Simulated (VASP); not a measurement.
Wanted: the native input for a VASP 6.6.1 run.

* Task: single point
* Functional: PBE
* Potentials or basis: VASP PAW PBE potentials, release 64 (Al, N)
* Cutoff: 520 eV
* k mesh: 6 × 6 × 6
* Occupations: gaussian, width 0.05 eV
* Spin: no spin polarisation
* Dipole correction: no
* Further INCAR settings: ALGO = Normal; EDIFF = 1e-06; NBANDS = 26

The structure of AlN lies in POSCAR:

```
AlN
1.0
    4.4031742088      0.0000000000      0.0000000000
    0.0000000000     -4.4031742088      0.0000000000
    0.0000000000      0.0000000000     -4.4031742088
Al N
4 4
Direct
    0.0000000000      0.0000000000      0.0000000000
    0.5000000000      0.5000000000      0.0000000000
    0.5000000000      0.0000000000      0.5000000000
    0.0000000000      0.5000000000      0.5000000000
    0.7018229295      0.7018229295      0.7500000000
    0.2500000000      0.2500000000      0.7500000000
    0.2500000000      0.7500000000      0.2500000000
    0.7500000000      0.2500000000      0.2500000000
```

This cell differs from its parent crystal: atom 5 (N) moved +0.300 Å towards its neighbour atom 6 (N) at 3.114 Å.

One way to write it, as run:

INCAR

```
  ALGO = Normal
  EDIFF = 1E-6
  ENCUT = 520
  GGA = PE
  ISIF = 2
  ISMEAR = 0
  LASPH = T
  LCHARG = F
  LREAL = F
  LWAVE = F
  NBANDS = 26
  NELM = 60
  PREC = Accurate
  SIGMA = 0.05
```

KPOINTS

```
k-points
0
Gamma
  6 6 6
```

Potentials or basis: VASP PAW PBE potentials, release 64 (Al, N).

Command:

```sh
$ cat potpaw_PBE.64/Al/POTCAR potpaw_PBE.64/N/POTCAR > POTCAR
$ mpirun -np 1 vasp_std > vasp.out
```

Results of the run:

- Pressure: 2.9 GPa
- Largest force: 6.891 eV/Å
- Band gap on the k mesh: 3.03 eV

Caveat: the cell differs from its parent crystal (atom 5 (N) moved +0.300 Å towards its neighbour atom 6 (N) at 3.114 Å); forces of over 1 eV/Å act on the atoms, so gaps and moduli don't describe the material at rest.

It took 80 s on 1 thread of AMD EPYC 9R45 96-Core Processor (Zen 5), on a shared host, peak memory 0.24 GiB.
